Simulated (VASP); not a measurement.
A run of VASP 6.6.1:

INCAR

```
PREC = Accurate ; ENCUT = 520
EDIFF = 1E-7 ; ISMEAR = 0
SIGMA = 0.1 ; LREAL = F
LASPH = T ; NELM = 80
ALGO = Normal ; ISIF = 2
LWAVE = F ; LCHARG = F
GGA = PS ; IVDW = 13
NBANDS = 30
```

File KPOINTS:

```
regular mesh
0
Gamma
  6 6 6
```

POSCAR

```
ZnAg3
1.0
    3.9637593821      0.0000000000      0.0000000000
    0.0000000000      3.9637593821      0.0000000000
    0.0000000000      0.0000000000      3.9637593821
Zn Ag
1 3
Direct
    0.0000000000      0.0000000000      0.0000000000
    0.0000000000      0.5000000000      0.5000000000
    0.5000000000      0.0000000000      0.5000000000
    0.5000000000      0.5000000000      0.0000000000
```

Potentials or basis: VASP PAW PBE potentials, release 64 (Zn, Ag).

The run is started by

```bash
$ cat potpaw_PBE.64/Zn/POTCAR potpaw_PBE.64/Ag/POTCAR > POTCAR
$ mpirun -np 1 vasp_std > vasp.out
```

Hardware: 1 thread of AMD EPYC 9R45 96-Core Processor (Zen 5), on a shared host.

Task: Estimate the wall time of this run.

Result: Run time: 19 s on 1 thread of AMD EPYC 9R45 96-Core Processor (Zen 5), on a shared host, peak memory 0.15 GiB. Counts: scf iterations 14, k points 20.
